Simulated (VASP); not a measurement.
# Li2O (Fm-3m) in VASP: notebook

Runs on Li2O. Level: PBE. Tasks: G0W0 quasiparticle levels.

Program: VASP 6.6.1. These are calculated values, not measurements. Logs are shortened: lines on timing, memory, paths and dates and some standing lists are left out, and cuts for length are marked.

**1. The cell of the first run**

The structure is cubic, space group Fm-3m (No. 225). The conventional cell has a = 4.573 Å, b = 4.573 Å, c = 4.573 Å, α = 90.00°, β = 90.00°, γ = 90.00°. Li (site symmetry -43m) has 4 O at 1.98 Å and 6 Li at 2.29 Å within 2.6 Å. Within 2.6 Å of O (site symmetry m-3m) lie 8 Li at 1.98 Å.

**2. G0W0 quasiparticle levels, PBE**

File POSCAR:

```
Li2O
1.0
    0.0000000000      2.2863690217      2.2863690217
    2.2863690217      0.0000000000      2.2863690217
    2.2863690217      2.2863690217      0.0000000000
Li O
2 1
Direct
    0.2500000000      0.2500000000      0.2500000000
    0.7500000000      0.7500000000      0.7500000000
    0.0000000000      0.0000000000      0.0000000000
```

File INCAR.step1:

```
SYSTEM = Li2O
PREC = Accurate
ENCUT = 500
EDIFF = 1E-8
ISMEAR = 0
SIGMA = 0.01
LREAL = .False.
LASPH = .True.
NELM = 100
ALGO = Normal
LWAVE = .True.
LCHARG = .False.
GGA = PE
```

File INCAR.step2:

```
SYSTEM = Li2O
PREC = Accurate
ENCUT = 500
EDIFF = 1E-8
ISMEAR = 0
SIGMA = 0.01
LREAL = .False.
LASPH = .True.
NELM = 1
ALGO = Exact
LWAVE = .True.
LCHARG = .False.
GGA = PE
NBANDS = 49
LOPTICS = .True.
ISTART = 1
```

File INCAR.step3:

```
SYSTEM = Li2O
PREC = Accurate
ENCUT = 500
EDIFF = 1E-8
ISMEAR = 0
SIGMA = 0.01
LREAL = .False.
LASPH = .True.
ALGO = EVGW0
LWAVE = .False.
LCHARG = .False.
GGA = PE
NELMGW = 1
NBANDS = 49
ENCUTGW = 120.0
NOMEGA = 48
PRECFOCK = Fast
ISTART = 1
NBANDSGW = 12
```

File KPOINTS:

```
Automatic mesh
0
Gamma
  4 4 4
  0 0 0
```

Potentials or basis: VASP PAW PBE potentials, release 64 (Li_GW, O_GW).

Command:

```bash
$ cat potpaw_PBE.64/Li_GW/POTCAR potpaw_PBE.64/O_GW/POTCAR > POTCAR
$ cp INCAR.step1 INCAR
$ mpirun -np 1 vasp_std > vasp.out
$ cp INCAR.step2 INCAR
$ mpirun -np 1 vasp_std > vasp.out
$ cp INCAR.step3 INCAR
$ mpirun -np 1 vasp_std > vasp.out
```

OUTCAR:

```text
SYSTEM = Li2O
   PREC = Accurate
   ENCUT = 500
   EDIFF = 1E-8
   ISMEAR = 0
   LREAL = .False.
   LASPH = .True.
   GGA = PE
   NELMGW = 1
   ENCUTGW = 120.0
   PRECFOCK = Fast
   ISTART = 1

 ion  position               nearest neighbor table
   1  0.250  0.250  0.250-   3 1.98   3 1.98   3 1.98   3 1.98   2 2.29   2 2.29   2 2.29   2 2.29
                             2 2.29   2 2.29
   2  0.750  0.750  0.750-   3 1.98   3 1.98   3 1.98   3 1.98   1 2.29   1 2.29   1 2.29   1 2.29
                             1 2.29   1 2.29
   3  0.000  0.000  0.000-   2 1.98   2 1.98   2 1.98   1 1.98   1 1.98   1 1.98   2 1.98   1 1.98

  LATTYP: Found a face centered cubic cell.
 ALAT       =     4.5727380434

  Lattice vectors:

 A1 = (   0.0000000000,   2.2863690217,   2.2863690217)
 A2 = (   2.2863690217,   0.0000000000,   2.2863690217)
 A3 = (   2.2863690217,   2.2863690217,   0.0000000000)

Analysis of symmetry for initial positions (statically):
=====================================================================
 Subroutine PRICEL returns:
 Original cell was already a primitive cell.

 Routine SETGRP: Setting up the symmetry group for a
 face centered cubic supercell.

 Subroutine GETGRP returns: Found 48 space group operations
 (whereof 48 operations were pure point group operations)
 out of a pool of 48 trial point group operations.

The static configuration has the point symmetry O_h .

Analysis of symmetry for dynamics (positions and initial velocities):
=====================================================================
 Subroutine PRICEL returns:
 Original cell was already a primitive cell.

 Routine SETGRP: Setting up the symmetry group for a
 face centered cubic supercell.

 Subroutine GETGRP returns: Found 48 space group operations
 (whereof 48 operations were pure point group operations)
 out of a pool of 48 trial point group operations.

The dynamic configuration has the point symmetry O_h .

 Subroutine INISYM returns: Found 48 space group operations
 (whereof 48 operations are pure point group operations),
 and found     1 'primitive' translations

----------------------------------------------------------------------------------------

                                     Primitive cell

  volume of cell :      23.9039

  direct lattice vectors                    reciprocal lattice vectors
     0.000000000  2.286369022  2.286369022    -0.218687358  0.218687358  0.218687358
     2.286369022  0.000000000  2.286369022     0.218687358 -0.218687358  0.218687358
     2.286369022  2.286369022  0.000000000     0.218687358  0.218687358 -0.218687358

  length of vectors
     3.233414079  3.233414079  3.233414079     0.378777614  0.378777614  0.378777614

  position of ions in fractional coordinates (direct lattice)
     0.250000000  0.250000000  0.250000000
     0.750000000  0.750000000  0.750000000
     0.000000000  0.000000000  0.000000000

  ion indices of the primitive-cell ions
   primitive index   ion index
                 1           1
                 2           2
                 3           3

----------------------------------------------------------------------------------------

 KPOINTS: Automatic mesh

Automatic generation of k-mesh.
 Grid dimensions read from file:
 generate k-points for:    4    4    4

 Generating k-lattice:

  Cartesian coordinates                     Fractional coordinates (reciprocal lattice)
    -0.054671839  0.054671839  0.054671839     0.250000000  0.000000000  0.000000000
     0.054671839 -0.054671839  0.054671839     0.000000000  0.250000000  0.000000000
     0.054671839  0.054671839 -0.054671839     0.000000000  0.000000000  0.250000000

  Length of vectors
     0.094694404  0.094694404  0.094694404

  Shift w.r.t. Gamma in fractional coordinates (k-lattice)
     0.000000000  0.000000000  0.000000000

 Subroutine IBZKPT returns following result:
 ===========================================

 Found      8 irreducible k-points:

 Following reciprocal coordinates:
            Coordinates               Weight
  0.000000  0.000000  0.000000      1.000000
  0.250000  0.000000  0.000000      8.000000
  0.500000  0.000000  0.000000      4.000000
  0.250000  0.250000  0.000000      6.000000
  0.500000  0.250000  0.000000     24.000000
 -0.250000  0.250000  0.000000     12.000000
  0.500000  0.500000  0.000000      3.000000
 -0.250000  0.500000  0.250000      6.000000
   k-points           NKPTS =      8   k-points in BZ     NKDIM =     64   number of bands    NBANDS=     49
   number of dos      NEDOS =    301   number of ions     NIONS =      3
   total plane-waves  NPLWV =  13824
   dimension x,y,z NGX =    24 NGY =   24 NGZ =   24
   dimension x,y,z NGXF=    48 NGYF=   48 NGZF=   48
   ions per type =               2   1
   NGX,Y,Z   is equivalent  to a cutoff of  12.34, 12.34, 12.34 a.u.
   NGXF,Y,Z  is equivalent  to a cutoff of  24.68, 24.68, 24.68 a.u.
 SYSTEM =  Li2O
   PREC   = accura    normal or accurate (medium, high low for compatibility)
   ISTART =      1    job   : 0-new  1-cont  2-samecut
   ICHARG =      0    charge: 1-file 2-atom 10-const
   ISPIN  =      1    spin polarized calculation?
   LNONCOLLINEAR =      F non collinear calculations
   LSORBIT =      F    spin-orbit coupling
   LASPH  =      T    aspherical Exc in radial PAW
   ENCUT  =  500.0 eV  36.75 Ry    6.06 a.u.   5.90  5.90  5.90*2*pi/ulx,y,z
   NELM   =     60;   NELMIN=  2; NELMDL=  0     # of ELM steps
   EDIFF  = 0.1E-07   stopping-criterion for ELM
   LREAL  =      F    real-space projection
   EDIFFG = 0.1E-06   stopping-criterion for IOM
   NSW    =      0    number of steps for IOM
   IBRION =     -1    ionic relax: 0-MD 1-quasi-New 2-CG
   NFREE  =      0    steps in history (QN), initial steepest desc. (CG)
   ISIF   =      0    stress and relaxation
   ISYM   =      3    0-nonsym 1-usesym 2-fastsym
   POTIM  = 0.5000    time-step for ionic-motion
   TEBEG  =    0.0;   TEEND  =   0.0 temperature during run
   PSTRESS=    0.0 pullay stress
   NELECT =       8.0000    total number of electrons
   NUPDOWN=      -1.0000    fix difference up-down
   EMIN   =  10.00;   EMAX   =-10.00  energy-range for DOS
   EFERMI =   0.00;   METHOD = LEGACY
   ISMEAR =     0;   SIGMA  =   0.01  broadening in eV -4-tet -1-fermi 0-gaus
   EFERMI_NEDOS =   21; number of points for ismear=-14 and -15
   IALGO  =     38    algorithm
   IMIX   =      4    mixing-type and parameters
     AMIX     =   0.40;   BMIX     =  1.00
     AMIX_MAG =   1.60;   BMIX_MAG =  1.00
  volume/ion in A,a.u.               =       7.97        53.77
  Fermi-wavevector in a.u.,A,eV,Ry     =   1.136620  2.147900 17.577425  1.291904
  Thomas-Fermi vector in A             =   2.273325
   LORBIT       =      0    0 simple, 1 ext, 2 COOP (PROOUT), +10 PAW based schemes
   GGA     = PE    functional components
   LHFCALC =     T    Hartree Fock is set to
   PRECFOCK=fast      Normal, Fast or Accurate (Low or Medium for compatibility)
   ENCUT4O =  -1.0   cutoff for four orbital integrals eV
   NKREDX  =     1    reduce k-point grid by
   NKREDY  =     1    reduce k-point grid by
   NKREDZ  =     1    reduce k-point grid by
   AEXX    =    1.0000 exact exchange contribution
   HFSCREEN=    0.0000 screening length (either q_TF or 0.3 A-1)
   HFSCREENC=   0.0000 screening length for correlation (either q_TF or 0.3 A-1)
   ENCUTFOCK=  -1.0 apply spherical cutoff to Coloumb kernel
   IVDW    =     0    specifies the selected vdW correction
   LEPSILON=     F    determine dielectric tensor
   LRPA    =     F    only Hartree local field effects (RPA)
   LRPAFORCE           =     F    calculate RPA forces
   ENCUTGW             = 120.0    cutoff for response function in eV
   ENCUTGWSOFT         =  96.0    soft cutoff for Coulomb kernel in GW response function in eV
   ENCUTLF             =  -1.0    cutoff for local field effects
   NELMGW              =     1    number of iterations in solving QP/BSE equation
   NELMHF              =     1    number of iterations in the inner HF iteration
   NKREDLFX            =     1    NKREDLFY  =   1   NKREDLFZ  =   1
 non-spin polarized calculation
 Gauss-broadening in eV      SIGMA  =   0.01
  energy-cutoff  :      500.00
  volume of cell :       23.90
 maximum number of plane-waves:       620
  NGX = 14; NGY = 14; NGZ = 14
   NGX = 11   NGY = 11   NGZ = 11
 maximum number of plane-waves:        76
 NGX is ok and might be reduce to    14

 QP shifts <psi_nk| G(iteration)W_0 |psi_nk>: iteration 1
 for sc-GW calculations column KS-energies equals QP-energies in previous step
 and V_xc(KS)=  KS-energies - (<T + V_ion + V_H > + <T+V_H+V_ion>^1  + <V_x>^1)

 k-point   1 :       0.0000    0.0000    0.0000
  band No.  KS-energies  QP-energies   sigma(KS)   V_xc(KS)     V^pw_x(r,r')   Z            occupation Imag(sigma)

      1     -17.7512     -19.9693     -22.1165     -18.9983     -30.5865       0.7114       2.0000       1.2268
      2      -2.2009      -3.4605     -20.6821     -19.0480     -24.6979       0.7708       2.0000       0.1498
      3      -2.2009      -3.4605     -20.6821     -19.0480     -24.6979       0.7708       2.0000       0.1498
      4      -2.2009      -3.4605     -20.6821     -19.0480     -24.6979       0.7708       2.0000       0.1498
      5       3.3040       4.3356      -8.1443      -9.3941      -4.8011       0.8254       0.0000      -0.1090
      6       9.9299      11.4952      -6.3243      -8.2069      -2.5442       0.8315       0.0000      -0.1236
      7       9.9299      11.4952      -6.3243      -8.2069      -2.5442       0.8315       0.0000      -0.1236
      8       9.9299      11.4952      -6.3243      -8.2069      -2.5442       0.8315       0.0000      -0.1236
      9      17.1744      18.1217      -6.0913      -7.3003      -1.2409       0.7835       0.0000      -0.6419
     10      17.1744      18.1217      -6.0913      -7.3003      -1.2409       0.7835       0.0000      -0.6419
     11      17.1744      18.1217      -6.0913      -7.3003      -1.2409       0.7835       0.0000      -0.6419
     12      19.4814      20.8817      -7.2516      -8.9059      -2.8556       0.8464       0.0000      -0.6391

 k-point   2 :       0.2500    0.0000    0.0000
  band No.  KS-energies  QP-energies   sigma(KS)   V_xc(KS)     V^pw_x(r,r')   Z            occupation Imag(sigma)

      1     -17.6275     -19.8330     -22.2756     -19.2081     -30.7500       0.7190       2.0000       1.2135
      2      -3.7984      -5.3580     -18.2391     -16.1885     -22.1146       0.7605       2.0000       0.1741
      3      -2.4453      -3.7427     -20.3643     -18.6729     -24.3810       0.7670       2.0000       0.1533
      4      -2.4453      -3.7427     -20.3643     -18.6729     -24.3810       0.7670       2.0000       0.1533
      5       4.7204       5.9889      -9.3118     -10.8713      -5.9752       0.8134       0.0000      -0.1183
      6       9.7840      11.3588      -8.0064      -9.9562      -4.1055       0.8077       0.0000      -0.1644
      7      10.4123      11.9164      -6.5558      -8.3797      -2.6862       0.8247       0.0000      -0.1481
      8      10.4123      11.9164      -6.5558      -8.3797      -2.6862       0.8247       0.0000      -0.1481
      9      14.8946      16.2433      -6.6280      -8.3038      -2.2695       0.8048       0.0000      -0.3250
     10      14.8946      16.2433      -6.6280      -8.3038      -2.2695       0.8048       0.0000      -0.3250
     11      19.0551      20.2590      -6.4841      -7.9006      -1.7256       0.8499       0.0000      -0.8404
     12      23.7079      25.9770      -7.4064     -10.1578      -2.6208       0.8247       0.0000      -0.7257
[... 68 lines left out ...]
      1     -17.4363     -19.6116     -22.5173     -19.5405     -31.0037       0.7308       2.0000       1.1941
      2      -3.8328      -5.4602     -18.7947     -16.6397     -22.8843       0.7552       2.0000       0.1821
      3      -3.6341      -5.1123     -18.8434     -16.8959     -22.8422       0.7590       2.0000       0.1746
      4      -3.6341      -5.1123     -18.8434     -16.8959     -22.8422       0.7590       2.0000       0.1746
      5       2.8361       3.7694      -6.6795      -7.7960      -3.4156       0.8359       0.0000      -0.1011
      6      11.6478      13.4784      -9.4944     -11.8281      -5.1506       0.7845       0.0000      -0.2703
      7      11.6478      13.4784      -9.4944     -11.8281      -5.1506       0.7845       0.0000      -0.2703
      8      12.9340      14.7231     -10.5323     -12.8218      -5.9239       0.7814       0.0000      -0.3728
      9      13.8845      15.1827      -6.8398      -8.4410      -2.7468       0.8108       0.0000      -0.1885
     10      18.2123      20.0545      -7.7662      -9.8991      -3.2162       0.8638       0.0000      -0.7835
     11      21.7177      23.7895      -6.3470      -8.8834      -1.9138       0.8169       0.0000      -0.4474
     12      21.7177      23.7895      -6.3470      -8.8834      -1.9138       0.8169       0.0000      -0.4474

 k-point   8 :      -0.2500    0.5000    0.2500
  band No.  KS-energies  QP-energies   sigma(KS)   V_xc(KS)     V^pw_x(r,r')   Z            occupation Imag(sigma)

      1     -17.4225     -19.6036     -22.5482     -19.5751     -31.0383       0.7336       2.0000       1.1910
      2      -4.0923      -5.6195     -17.6279     -15.6223     -21.4247       0.7614       2.0000       0.1797
      3      -3.7291      -5.2846     -18.8289     -16.7736     -22.8749       0.7568       2.0000       0.1784
      4      -3.7291      -5.2846     -18.8289     -16.7736     -22.8749       0.7568       2.0000       0.1784
      5       5.0875       6.2944      -9.3460     -10.8367      -6.2189       0.8096       0.0000      -0.1146
      6       8.4725       9.9546      -7.3283      -9.1496      -3.3568       0.8138       0.0000      -0.1543
      7      12.2694      14.0419     -10.0106     -12.2833      -5.5782       0.7799       0.0000      -0.3083
      8      12.2694      14.0419     -10.0106     -12.2833      -5.5782       0.7799       0.0000      -0.3083
      9      16.3079      17.7644      -6.6182      -8.4309      -2.2460       0.8035       0.0000      -0.2926
     10      16.3079      17.7644      -6.6182      -8.4309      -2.2460       0.8035       0.0000      -0.2926
     11      21.4216      23.3449      -7.8045     -10.1228      -2.8800       0.8296       0.0000      -0.8548
     12      22.6394      24.8907      -6.6242      -9.3442      -2.2366       0.8277       0.0000      -0.4403
```

Run time: 28 s. Hardware: 1 thread of Intel Xeon 6975P-C, shared host; peak memory 0.21 GiB.

What came out:

```
Band gap on the k mesh, mean-field level : 5.04 eV, indirect (least direct gap 5.50 eV)
Quasiparticle gap                        : 7.23 eV
Least direct quasiparticle gap           : 7.80 eV
```

Levels at points of the mesh, in eV from the valence-band top:
```csv
k point,band 1,band 2,band 3,band 4,band 5,band 6,band 7,band 8
"(0.00, 0.00, 0.00)",-15.55,0.00,0.00,0.00,5.50,12.13,12.13,12.13
"(0.50, 0.00, 0.00)",-15.29,-2.85,-0.46,-0.46,9.43,10.12,12.24,12.24
"(0.50, 0.50, 0.00)",-15.24,-1.63,-1.43,-1.43,5.04,13.85,13.85,15.13
```

Caveat: the k points lie up to 0.59 Å⁻¹ apart; bands, screening cutoff and mesh are small and nothing is extrapolated, so the quasiparticle values aren't converged. A k mesh can miss the band edges.

[end of part 1 of 2]
